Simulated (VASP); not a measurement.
Wanted: the native input for a VASP 6.6.1 run.

* Task: single point
* Functional: PBE
* Potentials or basis: VASP PAW PBE potentials, release 64 (K_sv, S)
* Cutoff: 520 eV
* k mesh: 3 × 3 × 3
* Occupations: gaussian, width 0.1 eV
* Spin: no spin polarisation
* Dipole correction: no
* Further INCAR settings: ALGO = Normal; EDIFF = 1e-06; NBANDS = 50

The structure of K3S2 lies in POSCAR:

```
K3S2
1.0
    3.9793704409      2.2974905952      7.1319835612
   -3.9793704409      2.2974905952      7.1319835612
    0.0000000000     -4.5949811906      7.1319835611
K S
6 4
Direct
    0.0443198601      0.4556801399      0.7500000000
    0.7500000000      0.0443198601      0.4556801399
    0.4556801399      0.7500000000      0.0443198601
    0.9556801399      0.5443198601      0.2500000000
    0.2500000000      0.9556801399      0.5443198601
    0.5443198601      0.2500000000      0.9556801399
    0.8523067898      0.8523067898      0.8523067898
    0.6476932102      0.6476932102      0.6476932102
    0.1476932102      0.1476932102      0.1476932102
    0.3523067898      0.3523067898      0.3523067898
```

The input as run:

INCAR

```
PREC = Accurate ; ENCUT = 520
EDIFF = 1E-6 ; ISMEAR = 0
SIGMA = 0.1 ; LREAL = F
LASPH = T ; NELM = 80
ALGO = Normal ; ISIF = 2
LWAVE = F ; LCHARG = T
GGA = PE ; LELF = T
LVHAR = T ; NBANDS = 50
```

KPOINTS

```
Automatic mesh
0
Gamma
  3 3 3
```

Potentials or basis: VASP PAW PBE potentials, release 64 (K_sv, S).

The run is started by

```sh
$ cat potpaw_PBE.64/K_sv/POTCAR potpaw_PBE.64/S/POTCAR > POTCAR
$ mpirun -np 1 vasp_std > vasp.out
```

It gave:

- Pressure: 0.1 GPa
- Largest force: 0.015 eV/Å
- Band gap on the k mesh: zero (bands 39 and 40 overlap by 0.06 eV)

Run time: 4.8 min on 1 thread of Intel Xeon 8259CL, with other jobs on the host, peak memory 0.61 GiB.
